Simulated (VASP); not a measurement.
Here is a VASP 6.6.1 calculation.

Contents of INCAR:

```
PREC = Accurate
ENCUT = 520
EDIFF = 1E-7
ISMEAR = -1
SIGMA = 0.1
LREAL = False
LASPH = True
NELM = 60
ALGO = Normal
ISIF = 2
LWAVE = False
LCHARG = False
GGA = RE
NBANDS = 34
```

KPOINTS

```
Automatic mesh
0
Gamma
  11 11 3
```

Contents of POSCAR:

```
Tl
1.0
    3.7093236536      0.0000000000      0.0000000000
   -1.8546618268      3.2123685149      0.0000000000
    0.0000000000      0.0000000000     11.9049932186
Tl
4
Direct
    1.0000000000      1.0000000000      0.0000000000
    1.0000000000      1.0000000000      0.5000000000
    0.3333333333      0.6666666667      0.2500000000
    0.6666666667      0.3333333333      0.7500000000
```

Potentials or basis: VASP PAW PBE potentials, release 64 (Tl_d).

Launch:

```bash
$ cat potpaw_PBE.64/Tl_d/POTCAR > POTCAR
$ mpirun -np 1 vasp_std > vasp.out
```

Estimate the band gap on the k mesh.

zero (band 26 reaches 7.35 eV, above the bottom of band 27 at 3.96 eV).

What does it give for the pressure?

-1.4 GPa.

Stress tensor (GPa, compression positive):
```
-1.34  0.00  0.00
 0.00 -1.34  0.00
 0.00  0.00 -1.53
```

Caveat: the PAW data sets were made with another functional, which shifts forces and pressure a little; spin-orbit coupling is left out, which moves the levels of the heavy elements.
